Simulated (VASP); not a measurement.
Wanted: the native input for a VASP 6.6.1 run.

```yaml
Task: single point
Functional: PBEsol
Potentials_or_basis: VASP PAW PBE potentials, release 64 (Mg, S)
Cutoff: 520 eV
k_mesh: 6 × 6 × 6
Occupations: gaussian, width 0.02 eV
Spin: no spin polarisation
Dipole_correction: no
Further_INCAR_settings: ALGO = Normal; EDIFF = 1e-06; NBANDS = 16
```

The structure of MgS lies in POSCAR:

```
MgS
1.0
    2.4355151917      2.4355151917      0.0000000000
   -2.6298382123      2.6298382123      0.0000000000
    0.0000000000      0.0000000000      5.2596764245
Mg S
2 2
Direct
    0.0000000000      0.0000000000      0.0000000000
    0.5000000000      0.5000000000      0.5000000000
    0.5000000000      0.5000000000      0.0000000000
    0.0000000000      0.0000000000      0.5000000000
```

This cell differs from its parent crystal: uniaxial strain along a: -6.0 %.

These files were run (other wordings do the same):

INCAR

```
PREC = Accurate ; ENCUT = 520
EDIFF = 1E-6 ; ISMEAR = 0
SIGMA = 0.02 ; LREAL = False
LASPH = True ; NELM = 100
ALGO = Normal ; ISIF = 2
LWAVE = False ; LCHARG = False
GGA = PS ; NBANDS = 16
```

KPOINTS

```
Automatic mesh
0
Gamma
  6 6 6
```

Potentials or basis: VASP PAW PBE potentials, release 64 (Mg, S).

Launch:

```console
$ cat potpaw_PBE.64/Mg/POTCAR potpaw_PBE.64/S/POTCAR > POTCAR
$ mpirun -np 1 vasp_std > vasp.out
```

It gave:

- Pressure: 2.8 GPa
- Band gap on the k mesh: 2.31 eV

Caveat: the cell differs from its parent crystal (uniaxial strain along a: -6.0 %); the stress differs along the axes, from -1 to 5 GPa; the PAW data sets were made with another functional, which shifts forces and pressure a little.

Run time: 51 s on 1 thread of AMD EPYC 7R13 Processor (Zen 3) (shared host), peak memory 0.18 GiB.
